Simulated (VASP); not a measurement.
# Li: single point with BLYP

The system is Li.

```
Li
1.0
     3.05039    0.00000    0.00000
    -1.52519    2.64171    0.00000
     0.00000    0.00000    4.97546
Li
2
Direct
  0.33333 0.66667 0.25000
  0.66667 0.33333 0.75000
```

This isn't the form of Li at room conditions, which is bcc.

* Program: VASP 6.6.1
* Task: single point
* Functional: BLYP
* Potentials or basis: VASP PAW PBE potentials, release 64 (Li_sv)
* Cutoff: 520 eV
* k mesh: 13 × 13 × 7
* Occupations: fermi-dirac, width 0.1 eV
* Spin: no spin polarisation
* Dipole correction: no
* Further INCAR settings: ALGO = Normal; EDIFF = 1e-07; NBANDS = 10

The band gap on the k mesh is zero (bands 3 and 4 overlap by 3.72 eV).

Levels at points of the mesh, in eV from the Fermi level:
```
           k point  band 1  band 2  band 3  band 4  band 5  band 6  band 7
(0.00, 0.00, 0.00)  -47.20  -47.19   -3.54   -0.01    2.98   12.33   12.33
```

Run time: 41 s on 1 thread of Intel(R) Xeon(R) Platinum 8488C (Sapphire Rapids), on a shared host, peak memory 0.16 GiB.
